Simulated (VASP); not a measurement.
Cu:

```
CELL_PARAMETERS angstrom
-1.44279 1.44279 1.37608
1.44279 -1.44279 1.37608
1.44279 1.44279 -1.37608
ATOMIC_POSITIONS crystal
Cu 0.00000 0.00000 0.00000
```

Base run:

- Program: VASP 6.6.1
- Functional: PBEsol
- Potentials or basis: VASP PAW PBE potentials, release 64 (Cu)
- Cutoff: 520 eV
- k mesh: 15 × 15 × 15
- Occupations: fermi-dirac, width 0.5 eV
- Spin: no spin polarisation

Its results: band gap on the k mesh zero (an odd number of electrons rules out a gap without spin polarisation); pressure 1.4 GPa.

Q: The run is repeated on the same cell with these changes: occupations from fermi-dirac, width 0.5 eV to fermi-dirac, width 0.2 eV. What comes out?

A: Band gap on the k mesh zero (an odd number of electrons rules out a gap without spin polarisation); pressure -0.5 GPa.

Caveats: the PAW data sets were made with another functional, which shifts forces and pressure a little; so wide a smearing shifts energies and pressures (at least some runs).
